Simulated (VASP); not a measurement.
The system is P.

```
P
1.0
     1.72572    0.99635    3.12968
    -1.72572    0.99635    3.12968
     0.00000   -1.99270    3.12968
P
2
Direct
  0.22708 0.22708 0.22708
  0.77292 0.77292 0.77292
```

* Program: VASP 6.6.1
* Task: relaxation of volume and atoms at fixed shape
* Functional: PBEsol
* Potentials or basis: VASP PAW PBE potentials, release 64 (P)
* Cutoff: 500 eV
* k mesh: 6 × 6 × 6
* Occupations: fermi-dirac, width 0.05 eV
* Spin: no spin polarisation

At the start: pressure -2.0 GPa; volume 16.14 Å³/atom.

Q: How do energy, volume and symmetry change on relaxing?

A: Over 5 steps the energy falls by 3.7 meV/atom and the volume is 15.63 Å³/atom (-3.2 %); space group R-3m (No. 166, to 0.1 Å) before and after.

Step by step:
```
step  energy change (eV)  largest force (eV/Å)  pressure (GPa)  volume (Å³)
   1              0.0000                0.0442           -2.04        32.29
   2             -0.0054                0.2001            0.58        31.34
   3             -0.0056                0.1751            0.14        31.48
   4             -0.0074                0.0468            0.07        31.31
   5             -0.0075                0.0026            0.06        31.25
```

Final structure:
```
CELL_PARAMETERS angstrom
1.70705 0.98557 3.09581
-1.70705 0.98557 3.09581
0.00000 -1.97113 3.09581
ATOMIC_POSITIONS crystal
P 0.22856 0.22856 0.22856
P 0.77144 0.77144 0.77144
```

Caveat: the k points lie up to 0.37 Å⁻¹ apart in the final cell, too coarse for converged energies and pressures of a metal; the PAW data sets were made with another functional, which shifts forces and pressure a little.
